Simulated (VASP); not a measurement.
A run of VASP 6.6.1:

The input INCAR:

```
  PREC = Accurate
  ENCUT = 520
  EDIFF = 1E-6
  ISMEAR = 0
  SIGMA = 0.05
  LREAL = False
  LASPH = True
  NELM = 80
  ALGO = Normal
  ISIF = 2
  LWAVE = False
  LCHARG = False
  GGA = PE
  NBANDS = 14
```

Contents of KPOINTS:

```
regular mesh
0
Gamma
  8 8 8
```

File POSCAR:

```
NaCl
1.0
    0.0000000000      3.0582900000      2.6052100000
    3.0582900000      0.0000000000      2.6052100000
    3.0582900000      3.0582900000      0.0000000000
Na Cl
1 1
Direct
    0.0000000000      0.0000000000      0.0000000000
    0.5000000000      0.5000000000      0.5000000000
```

Potentials or basis: VASP PAW PBE potentials, release 64 (Na_pv, Cl).

Command:

```bash
$ cat potpaw_PBE.64/Na_pv/POTCAR potpaw_PBE.64/Cl/POTCAR > POTCAR
$ mpirun -np 1 vasp_std > vasp.out
```

Hardware: 1 thread of Intel(R) Xeon(R) Platinum 8375C CPU @ 2.90GHz (Ice Lake) (shared host).

Q: Estimate the wall time of this run.

A: Wall time 44 s on 1 thread of Intel(R) Xeon(R) Platinum 8375C CPU @ 2.90GHz (Ice Lake), on a shared host, peak memory 0.18 GiB. Counts: scf iterations 12, k points 59.
